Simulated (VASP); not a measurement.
# B (Pm-3m) in VASP: notebook

The runs below take B through single point, relaxation of cell and atoms, with PBE.

All numbers are computed with VASP 6.6.1; they aren't measurements. Logs are shortened: lines on timing, memory, paths and dates and some standing lists are left out, and cuts for length are marked.

**1. The cell of the first run**

Symmetry: Pm-3m, No. 221, cubic system. Conventional cell: a = 1.778 Å, b = 1.778 Å, c = 1.778 Å, α = 90.00°, β = 90.00°, γ = 90.00°. Within 2.4 Å of B (site symmetry m-3m) lie 6 B at 1.78 Å.

**2. Single point, PBE (volume scaled by 0.84)**

Input file INCAR:

```
SYSTEM = B
PREC = Accurate
ENCUT = 520
EDIFF = 1E-6
ISMEAR = -1
SIGMA = 0.05
LREAL = .FALSE.
LASPH = .TRUE.
NELM = 100
ALGO = Normal
ISIF = 2
LWAVE = .FALSE.
LCHARG = .TRUE.
GGA = PE
LELF = .TRUE.
LVHAR = .TRUE.
NBANDS = 8
```

Input file KPOINTS:

```
regular mesh
0
G
  22 22 22
  0 0 0
```

Input file POSCAR:

```
B
1.0
    1.7778310619      0.0000000000      0.0000000000
    0.0000000000      1.7778310619      0.0000000000
    0.0000000000      0.0000000000      1.7778310619
B
1
Direct
    0.0000000000      0.0000000000      0.0000000000
```

Potentials or basis: VASP PAW PBE potentials, release 64 (B).

Run with:

```sh
$ cat potpaw_PBE.64/B/POTCAR > POTCAR
$ mpirun -np 1 vasp_std > vasp.out
```

OUTCAR:

```text
SYSTEM = B
   PREC = Accurate
   ENCUT = 520
   EDIFF = 1E-6
   ISMEAR = -1
   LREAL = .FALSE.
   LASPH = .TRUE.
   NELM = 100
   ISIF = 2
   GGA = PE

 ion  position               nearest neighbor table
   1  0.000  0.000  0.000-

  LATTYP: Found a simple cubic cell.
 ALAT       =     1.7778310619

  Lattice vectors:

 A1 = (   1.7778310619,   0.0000000000,   0.0000000000)
 A2 = (   0.0000000000,   1.7778310619,   0.0000000000)
 A3 = (   0.0000000000,   0.0000000000,   1.7778310619)

Analysis of symmetry for initial positions (statically):
=====================================================================
 Subroutine PRICEL returns:
 Original cell was already a primitive cell.

 Routine SETGRP: Setting up the symmetry group for a
 simple cubic supercell.

 Subroutine GETGRP returns: Found 48 space group operations
 (whereof 48 operations were pure point group operations)
 out of a pool of 48 trial point group operations.

The static configuration has the point symmetry O_h .

Analysis of symmetry for dynamics (positions and initial velocities):
=====================================================================
 Subroutine PRICEL returns:
 Original cell was already a primitive cell.

 Routine SETGRP: Setting up the symmetry group for a
 simple cubic supercell.

 Subroutine GETGRP returns: Found 48 space group operations
 (whereof 48 operations were pure point group operations)
 out of a pool of 48 trial point group operations.

The dynamic configuration has the point symmetry O_h .

 Subroutine INISYM returns: Found 48 space group operations
 (whereof 48 operations are pure point group operations),
 and found     1 'primitive' translations

----------------------------------------------------------------------------------------

                                     Primitive cell

  volume of cell :       5.6192

  direct lattice vectors                    reciprocal lattice vectors
     1.777831062  0.000000000  0.000000000     0.562483141  0.000000000  0.000000000
     0.000000000  1.777831062  0.000000000     0.000000000  0.562483141  0.000000000
     0.000000000  0.000000000  1.777831062     0.000000000  0.000000000  0.562483141

  length of vectors
     1.777831062  1.777831062  1.777831062     0.562483141  0.562483141  0.562483141

  position of ions in fractional coordinates (direct lattice)
     0.000000000  0.000000000  0.000000000

  ion indices of the primitive-cell ions
[... 75 lines left out ...]
   LREAL  =      F    real-space projection
   EDIFFG = 0.1E-04   stopping-criterion for IOM
   NSW    =      0    number of steps for IOM
   IBRION =     -1    ionic relax: 0-MD 1-quasi-New 2-CG
   NFREE  =      0    steps in history (QN), initial steepest desc. (CG)
   ISIF   =      2    stress and relaxation
   ISYM   =      2    0-nonsym 1-usesym 2-fastsym
   POTIM  = 0.5000    time-step for ionic-motion
   TEBEG  =    0.0;   TEEND  =   0.0 temperature during run
   PSTRESS=    0.0 pullay stress
   NELECT =       3.0000    total number of electrons
   NUPDOWN=      -1.0000    fix difference up-down
   EMIN   =  10.00;   EMAX   =-10.00  energy-range for DOS
   EFERMI =   0.00;   METHOD = LEGACY
   ISMEAR =    -1;   SIGMA  =   0.05  broadening in eV -4-tet -1-fermi 0-gaus
   EFERMI_NEDOS =   21; number of points for ismear=-14 and -15
   IALGO  =     38    algorithm
   IMIX   =      4    mixing-type and parameters
     AMIX     =   0.40;   BMIX     =  1.00
     AMIX_MAG =   1.60;   BMIX_MAG =  1.00
  volume/ion in A,a.u.               =       5.62        37.92
  Fermi-wavevector in a.u.,A,eV,Ry     =   1.328082  2.509710 23.997966  1.763801
  Thomas-Fermi vector in A             =   2.457346
   LORBIT       =      0    0 simple, 1 ext, 2 COOP (PROOUT), +10 PAW based schemes
   GGA     = PE    functional components
   LHFCALC =     F    Hartree Fock is set to
   AEXX    =    0.0000 exact exchange contribution
   IVDW    =     0    specifies the selected vdW correction
   LEPSILON=     F    determine dielectric tensor
   LRPA    =     F    only Hartree local field effects (RPA)
 non-spin polarized calculation
  energy-cutoff  :      520.00
  volume of cell :        5.62
 maximum number of plane-waves:       160
 NGX is ok and might be reduce to    14
   NGX =  7   NGY =  7   NGZ =  7

 number of electron       3.0000000 magnetization

 Free energy of the ion-electron system (eV)
  ---------------------------------------------------
  ext. energy  EPLUGINS =         0.00000000
  ---------------------------------------------------
  free energy    TOTEN  =        -5.44584609 eV

  energy without entropy =       -5.44432487  energy(sigma->0) =       -5.44508548

 E-fermi :   8.9210     XC(G=0): -13.1238

 val. band max:        8.9207600573   @ k =   0.4545   0.3636   0.2727
 cond. band min:       8.9347829989   @ k =   0.3636   0.3636   0.1364
 fundamental gap:      0.0140229416
 Fermi energy:         8.9210381263

 k-point     1 :       0.0000    0.0000    0.0000
  band No.  band energies     occupation
      1      -8.6627      2.00000
      2      24.5670      0.00000
      3      24.5670      0.00000
      4      24.5670      0.00000
      5      35.2755      0.00000
      6      35.2755      0.00000
      7      46.9456      0.00000
      8      68.8678      0.00000
[... 243 lines left out ...]
 k-point    24 :       0.0909    0.0909    0.0000
  band No.  band energies     occupation
      1      -8.0471      2.00000
      2      20.8129      0.00000
      3      22.9971      0.00000
      4      25.1176      0.00000
      5      37.6486      0.00000
      6      40.3227      0.00000
      7      46.2516      0.00000
      8      64.0371      0.00000

 [... further k-points ...]

------------------------ aborting loop because EDIFF is reached ----------------------------------------

  FORCE on cell =-STRESS in cart. coord.  units (eV):
  Direction    XX          YY          ZZ          XY          YZ          ZX
  --------------------------------------------------------------------------------------
  -------------------------------------------------------------------------------------
  Total        1.9698535      1.9698535      1.9698535      0.0000000      0.0000000     -0.0000000
  in kB      561.6594065    561.6594065    561.6594065      0.0000000      0.0000000     -0.0000000
  external PRESSURE =     561.6594065 kB  Pullay stress =       0.0000000 kB

 VOLUME and BASIS-vectors are now :
 -----------------------------------------------------------------------------
  energy-cutoff  :      520.00
  volume of cell :        5.62
      direct lattice vectors                 reciprocal lattice vectors
     1.777831062  0.000000000  0.000000000     0.562483141  0.000000000  0.000000000
     0.000000000  1.777831062  0.000000000     0.000000000  0.562483141  0.000000000
     0.000000000  0.000000000  1.777831062     0.000000000  0.000000000  0.562483141

 POSITION                                       TOTAL-FORCE (eV/Angst)
 -----------------------------------------------------------------------------------
      0.00000      0.00000      0.00000         0.000000      0.000000      0.000000
 -----------------------------------------------------------------------------------
    total drift:                                0.000000     -0.000000     -0.000000

  FREE ENERGIE OF THE ION-ELECTRON SYSTEM (eV)
  ---------------------------------------------------
  free  energy   TOTEN  =        -5.4458460941 eV

  energy  without entropy=       -5.4443248720  energy(sigma->0) =       -5.44508548
```

stdout:

```text
POSCAR found type information on POSCAR B
 POSCAR found :  1 types and       1 ions
 scaLAPACK will be used
 LDA part: xc-table for (Slater+PW92), standard interpolation
 POSCAR, INCAR and KPOINTS ok, starting setup
 FFT: planning ... GRIDC
 FFT: planning ... GRID_SOFT
 FFT: planning ... GRID
 WAVECAR not read
 entering main loop
```

It used 4.8 s of CPU time on 1 thread of Intel(R) Xeon(R) Platinum 8488C (Sapphire Rapids), on a shared host.

What came out:

| Item | Value |
| --- | --- |
| Free energy | -5.4458 eV |
| Pressure | 56.2 GPa |

Caveat: the cell differs from its parent crystal (volume scaled by 0.84).

**3. Single point, PBE (volume scaled by 0.92)**

Input file INCAR:

```
SYSTEM = B
ALGO     = Normal         ! electronic algorithm
EDIFF    = 1E-7           ! SCF threshold, eV
ENCUT    = 520            ! plane-wave cutoff, eV
GGA      = PE             ! functional
ISIF     = 2              ! what is computed and relaxed
ISMEAR   = -1             ! smearing method
LASPH    = .TRUE.         ! aspherical terms in the spheres
LCHARG   = .TRUE.         ! write CHGCAR
LELF     = .TRUE.         ! ELF
LREAL    = .FALSE.        ! projectors in reciprocal space
LVHAR    = .TRUE.       
LWAVE    = .FALSE.        ! write WAVECAR
NBANDS   = 8              ! bands
NELM     = 100            ! most SCF steps
PREC     = Accurate       ! precision mode
SIGMA    = 0.05           ! smearing width, eV
```

Input file KPOINTS:

```
k-points
0
G
  22 22 22
  0 0 0
```

Input file POSCAR:

```
B
1.0
    1.8325675987      0.0000000000      0.0000000000
    0.0000000000      1.8325675987      0.0000000000
    0.0000000000      0.0000000000      1.8325675987
B
1
Direct
    0.0000000000      0.0000000000      0.0000000000
```

Potentials or basis: VASP PAW PBE potentials, release 64 (B).

Run with:

```sh
$ cat potpaw_PBE.64/B/POTCAR > POTCAR
$ mpirun -np 1 vasp_std > vasp.out
```

OUTCAR:

```text
SYSTEM = B
   EDIFF = 1E-7
   ENCUT = 520
   GGA = PE
   ISIF = 2
   ISMEAR = -1
   LASPH = .TRUE.
   LREAL = .FALSE.
   NELM = 100
   PREC = Accurate

 ion  position               nearest neighbor table
   1  0.000  0.000  0.000-

  LATTYP: Found a simple cubic cell.
 ALAT       =     1.8325675987

  Lattice vectors:

 A1 = (   1.8325675987,   0.0000000000,   0.0000000000)
 A2 = (   0.0000000000,   1.8325675987,   0.0000000000)
 A3 = (   0.0000000000,   0.0000000000,   1.8325675987)

Analysis of symmetry for initial positions (statically):
=====================================================================
 Subroutine PRICEL returns:
 Original cell was already a primitive cell.

 Routine SETGRP: Setting up the symmetry group for a
 simple cubic supercell.

 Subroutine GETGRP returns: Found 48 space group operations
 (whereof 48 operations were pure point group operations)
 out of a pool of 48 trial point group operations.

The static configuration has the point symmetry O_h .

[... 159 lines left out ...]

 val. band max:        7.9315036316   @ k =   0.4545   0.3636   0.2727
 cond. band min:       7.9849563550   @ k =   0.4545   0.3182   0.3182
 fundamental gap:      0.0534527234
 Fermi energy:         7.9410570031

 k-point     1 :       0.0000    0.0000    0.0000
  band No.  band energies     occupation
      1      -8.7174      2.00000
      2      22.4758      0.00000
      3      22.4758      0.00000
      4      22.4758      0.00000
      5      33.0355      0.00000
      6      33.0355      0.00000
      7      43.3193      0.00000
      8      64.3311      0.00000
[... 243 lines left out ...]
 k-point    24 :       0.0909    0.0909    0.0000
  band No.  band energies     occupation
      1      -8.1295      2.00000
      2      19.0700      0.00000
      3      21.0221      0.00000
      4      22.9817      0.00000
      5      35.1908      0.00000
      6      37.6391      0.00000
      7      42.7697      0.00000
      8      59.8557      0.00000

 [... further k-points ...]

------------------------ aborting loop because EDIFF is reached ----------------------------------------

  FORCE on cell =-STRESS in cart. coord.  units (eV):
  Direction    XX          YY          ZZ          XY          YZ          ZX
  --------------------------------------------------------------------------------------
  -------------------------------------------------------------------------------------
  Total        0.8783291      0.8783291      0.8783291      0.0000000     -0.0000000      0.0000000
  in kB      228.6587534    228.6587534    228.6587534      0.0000000     -0.0000000      0.0000000
  external PRESSURE =     228.6587534 kB  Pullay stress =       0.0000000 kB

 VOLUME and BASIS-vectors are now :
 -----------------------------------------------------------------------------
  energy-cutoff  :      520.00
  volume of cell :        6.15
      direct lattice vectors                 reciprocal lattice vectors
     1.832567599  0.000000000  0.000000000     0.545682463  0.000000000  0.000000000
     0.000000000  1.832567599  0.000000000     0.000000000  0.545682463  0.000000000
     0.000000000  0.000000000  1.832567599     0.000000000  0.000000000  0.545682463

 POSITION                                       TOTAL-FORCE (eV/Angst)
 -----------------------------------------------------------------------------------
      0.00000      0.00000      0.00000         0.000000      0.000000      0.000000
 -----------------------------------------------------------------------------------
    total drift:                                0.000000     -0.000000     -0.000000

  FREE ENERGIE OF THE ION-ELECTRON SYSTEM (eV)
  ---------------------------------------------------
  free  energy   TOTEN  =        -5.5747461944 eV

  energy  without entropy=       -5.5728762854  energy(sigma->0) =       -5.57381124
```

OSZICAR:

```text
N       E                     dE             d eps       ncg     rms          rms(c)
DAV:   1    -0.352499484032E+01   -0.35250E+01   -0.16119E+03  6616   0.298E+02
DAV:   2    -0.559704714381E+01   -0.20721E+01   -0.19585E+01  7608   0.348E+01
DAV:   3    -0.559965019720E+01   -0.26031E-02   -0.26029E-02  6632   0.129E+00
DAV:   4    -0.559965029421E+01   -0.97013E-07   -0.96653E-07  8480   0.741E-03
DAV:   5    -0.559965029377E+01    0.44056E-09   -0.28069E-11  6432   0.228E-05    0.184E+00
DAV:   6    -0.558191375908E+01    0.17737E-01   -0.50798E-03  6616   0.437E-01    0.113E+00
DAV:   7    -0.557472330848E+01    0.71905E-02   -0.77821E-03  6768   0.554E-01    0.780E-02
DAV:   8    -0.557474785119E+01   -0.24543E-04   -0.41910E-05  6352   0.547E-02    0.114E-02
DAV:   9    -0.557474610325E+01    0.17479E-05   -0.46146E-06  7144   0.138E-02    0.359E-03
DAV:  10    -0.557474619444E+01   -0.91189E-07   -0.49927E-08  6560   0.173E-03
   1 F= -.55747462E+01 E0= -.55738112E+01  d E =-.186991E-02
```

Wall time 8 s (1 thread of Intel Xeon Platinum 8488C (Sapphire Rapids), shared host); peak memory 0.11 GiB.

Results:

| Item | Value |
| --- | --- |
| Free energy | -5.5747 eV |
| Pressure | 22.9 GPa |

Caveat: the cell differs from its parent crystal (volume scaled by 0.92).

**4. Single point, PBE**

This run uses another cell than the first one, of 6.69 Å³/atom, 1.190 times its volume.

Input file INCAR:

```
PREC     = Accurate       # precision mode
ENCUT    = 520            # plane-wave cutoff, eV
EDIFF    = 1E-6           # SCF threshold, eV
ISMEAR   = -1             # smearing method
SIGMA    = 0.05           # smearing width, eV
LREAL    = False          # projectors in reciprocal space
LASPH    = True           # aspherical terms in the spheres
NELM     = 60             # most SCF steps
ALGO     = Normal         # electronic algorithm
ISIF     = 2              # what is computed and relaxed
LWAVE    = False          # write WAVECAR
LCHARG   = True           # write CHGCAR
GGA      = PE             # functional
LELF     = True           # ELF
LVHAR    = True         
NBANDS   = 8              # bands
```

Input file KPOINTS:

```
regular mesh
0
Gamma
  22 22 22
```

Input file POSCAR:

```
B
1.0
    1.8842161757      0.0000000000      0.0000000000
    0.0000000000      1.8842161757      0.0000000000
    0.0000000000      0.0000000000      1.8842161757
B
1
Direct
    0.0000000000      0.0000000000      0.0000000000
```

Run with:

```sh
$ cat potpaw_PBE.64/B/POTCAR > POTCAR
$ mpirun -np 1 vasp_std > vasp.out
```

Wall time 16 s (1 thread of AMD EPYC 7R43 (Zen 3), shared host); peak memory 0.08 GiB.

It converged, with:

| Quantity | Value |
| --- | --- |
| Free energy | -5.6111 eV |
| Pressure | 0.1 GPa |

Levels at points of the mesh, in eV from the Fermi level:
```
           k point  band 1  band 2  band 3  band 4  band 5  band 6
(0.00, 0.00, 0.00)  -15.84   13.58   13.58   13.58   24.01   24.01
(0.50, 0.00, 0.00)   -8.29   -6.27   17.45   17.45   29.95   31.32
(0.50, 0.50, 0.00)   -2.00   -2.00    4.26    8.12   20.61   40.30
(0.50, 0.50, 0.50)    3.37    3.37    3.37   16.54   16.54   16.54
```

**5. Single point, PBE**

This run uses another cell than the first one, of 6.69 Å³/atom, 1.190 times its volume.

Input file INCAR:

```
SYSTEM = B
ALGO = Normal
EDIFF = 1E-6
ENCUT = 520
GGA = PE
ISIF = 2
ISMEAR = -1
LASPH = .True.
LCHARG = .False.
LREAL = .False.
LWAVE = .False.
NBANDS = 8
NELM = 100
PREC = Accurate
SIGMA = 0.05
```

Input file KPOINTS:

```
k-points
0
Gamma
  22 22 22
  0 0 0
```

POSCAR is that of step 4.

Run with:

```sh
$ cat potpaw_PBE.64/B/POTCAR > POTCAR
$ mpirun -np 1 vasp_std > vasp.out
```

It took 14 s on 1 thread of AMD EPYC 7R43 (Zen 3), shared host; peak memory 0.08 GiB.

The run converged. Its results:

```
Free energy : -5.6111 eV
Pressure    : 0.1 GPa
```

Levels at points of the mesh, in eV from the Fermi level:
```csv
k point,band 1,band 2,band 3,band 4,band 5,band 6,band 7
"(0.00, 0.00, 0.00)",-15.84,13.58,13.58,13.58,24.01,24.01,33.11
"(0.50, 0.00, 0.00)",-8.29,-6.27,17.45,17.45,29.95,31.32,36.43
"(0.50, 0.50, 0.00)",-2.00,-2.00,4.26,8.12,20.61,40.30,40.30
"(0.50, 0.50, 0.50)",3.37,3.37,3.37,16.54,16.54,16.54,17.81
```

[end of part 1 of 2]
